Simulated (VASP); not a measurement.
A run of VASP 6.6.1:

The input INCAR:

```
PREC = Accurate
ENCUT = 520
EDIFF = 1E-6
ISMEAR = 0
SIGMA = 0.01
LREAL = False
LASPH = True
NELM = 100
ALGO = Normal
ISIF = 2
LWAVE = False
LCHARG = False
GGA = PE
NBANDS = 11
```

KPOINTS

```
Automatic mesh
0
Gamma
  6 6 6
```

The input POSCAR:

```
AlN
1.0
    0.0000000000      2.1848764125      2.2067251766
    2.1848764125      0.0000000000      2.2067251766
    2.1848764125      2.1848764125      0.0000000000
Al N
1 1
Direct
    0.0000000000      0.0000000000      0.0000000000
    0.2500000000      0.2500000000      0.2500000000
```

Potentials or basis: VASP PAW PBE potentials, release 64 (Al, N).

Run with:

```sh
$ cat potpaw_PBE.64/Al/POTCAR potpaw_PBE.64/N/POTCAR > POTCAR
$ mpirun -np 1 vasp_std > vasp.out
```

Hardware: 1 thread of AMD EPYC 7R43 64-Core Processor (Zen 3), with other jobs on the host.

How long does it take, and how much memory?

It took 6.3 s on 1 thread of AMD EPYC 7R43 64-Core Processor (Zen 3) (shared host), peak memory 0.1 GiB. Counts: scf iterations 12, k points 30.
